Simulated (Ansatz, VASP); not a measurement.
# F: VASP beside Ansatz

```
F
1.0
     2.61701   -1.80212    0.27618
     2.61701    1.80212    0.27618
    -0.83159    0.00000    6.78903
F
4
Direct
  0.91386 0.58555 0.09393
  0.41445 0.08614 0.40607
  0.08614 0.41445 0.90607
  0.58555 0.91386 0.59393
```

Change from the starting cell: volume 16.216 Å^3 an atom, stretch along a over the lengths across it, relative to the relaxed cell 0.9230.

Alike in both runs: task single point; functional PBE; dispersion D3(BJ); k mesh 8 × 8 × 4; occupations gaussian, width 0.05 eV; no spin polarisation.

|  | VASP | Ansatz |
| --- | --- | --- |
| version | VASP 6.6.1 | Ansatz 0.2.0 |
| potentials or method | VASP PAW PBE potentials, release 64 (F), cutoff 520 eV | scalar-relativistic, plane waves, PAW |
| valence electrons in the cell | 28 | 28 |

|  | VASP | Ansatz | Ansatz less VASP |
| --- | --- | --- | --- |
| gap on the k mesh at the Fermi level (eV) | 2.82 | 2.89 | +0.070 |
| least direct gap on the mesh (eV) | 2.82 | 2.89 | +0.070 |
| pressure (GPa) | -0.2 | -0.5 | -0.30 |
| traceless stress, the component that is largest in VASP (GPa) | 0.10 | 0.92 | +0.822 |
| rms of the force components (eV/Å) | 0.035 | 0.171 | +0.1358 |

Atom by atom the forces differ by 0.206 eV/Å (rms over components). One of these differences is far larger than is usual between the two programs; its cause wasn't traced.
